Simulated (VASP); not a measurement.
Wanted: the native input for a VASP 6.6.1 run.

```yaml
Task: single point
Functional: PBE
Potentials_or_basis: VASP PAW PBE potentials, release 64 (Mn_pv, O)
Cutoff: 520 eV
k_mesh: 5 × 8 × 7
Occupations: fermi-dirac, width 0.05 eV
Spin: collinear spin, ferromagnetic start
Starting_moments: "[4.5, 4.5, 0.0, 0.0] μB"
Hubbard_terms: Mn d U = 3.9 eV
Dipole_correction: no
Further_INCAR_settings: ALGO = Normal; EDIFF = 1e-06; NBANDS = 31; ISYM = 0
```

The structure of MnO lies in POSCAR:

```
MnO
1.0
   -2.2050000000     -4.4100000000     -2.2050000000
   -2.2050000000      0.0000000000     -2.2050000000
    2.2050000000      0.0000000000     -2.2050000000
Mn O
2 2
Direct
    0.0000000000      0.0000000000      0.0000000000
    0.5000000000      0.0000000000      0.5000000000
    0.0000000000      0.5000000000      0.5000000000
    0.5000000000      0.5000000000      0.0000000000
```

These files were run (other wordings do the same):

INCAR

```
SYSTEM = MnO
PREC = Accurate
ENCUT = 520
EDIFF = 1E-6
ISMEAR = -1
SIGMA = 0.05
LREAL = .False.
LASPH = .True.
NELM = 150
ALGO = Normal
ISIF = 2
LWAVE = .False.
LCHARG = .False.
ISPIN = 2
MAGMOM = 4.5 4.5 0 0
LORBIT = 11
LMAXMIX = 4
LDAU = .True.
LDAUTYPE = 2
LDAUL = 2 -1
LDAUU = 3.9 0
LDAUJ = 0 0
LDAUPRINT = 1
GGA = PE
NBANDS = 31
ISYM = 0
```

KPOINTS

```
regular mesh
0
Gamma
  5 8 7
  0 0 0
```

Potentials or basis: VASP PAW PBE potentials, release 64 (Mn_pv, O).

Run with:

```console
$ cat potpaw_PBE.64/Mn_pv/POTCAR potpaw_PBE.64/O/POTCAR > POTCAR
$ mpirun -np 1 vasp_std > vasp.out
```

Results of the run:

* Pressure: 12.2 GPa
* Band gap on the k mesh: 0.26 eV
* Net moment: 10.00 μB per cell
* Site moments: Mn +4.62; O +0.16 μB
* Valence electrons inside the program's atomic spheres: Mn 11.38; O 5.02

Caveat: the cell stands under pressure; an odd mesh through Γ misses points on the zone boundary, where band edges can lie; only a ferromagnetic start was run, and an antiferromagnetic order may lie lower in energy.

Run time: 4.2 min on 1 thread of Intel(R) Xeon(R) Platinum 8488C (Sapphire Rapids), on a shared host, peak memory 0.36 GiB.
